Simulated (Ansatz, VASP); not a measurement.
Mo: VASP beside Ansatz

```
Mo
1.0
     3.16130    0.00000    0.00000
     0.00000    3.16130    0.00000
    -1.58065   -1.58065    4.74212
Mo
3
Direct
  0.00000 0.00000 0.00000
  0.33333 0.33333 0.66667
  0.66667 0.66667 0.33333
```

Alike in both runs: functional PBE; k mesh 14 × 14 × 14; occupations gaussian, width 0.1 eV; no spin polarisation.

Ansatz relaxed the structure, and its values are those at the end. VASP's run is a single point on that final structure, the one shown.

|  | VASP | Ansatz |
| --- | --- | --- |
| version | VASP 6.6.1 | Ansatz 0.2.0 |
| potentials or method | VASP PAW PBE potentials, release 64 (Mo_sv), cutoff 520 eV | scalar-relativistic, plane waves, PAW |
| valence electrons in the cell | 42 | 42 |

```csv
,VASP,Ansatz,Ansatz less VASP
gap on the k mesh at the Fermi level (eV),none,none,-
pressure (GPa),0.5,0.0,-0.47
```

A gap of «none» marks a metal or a gap that the smearing closes. With one functional, cell and mesh, what is left measures potentials, basis and numerics.
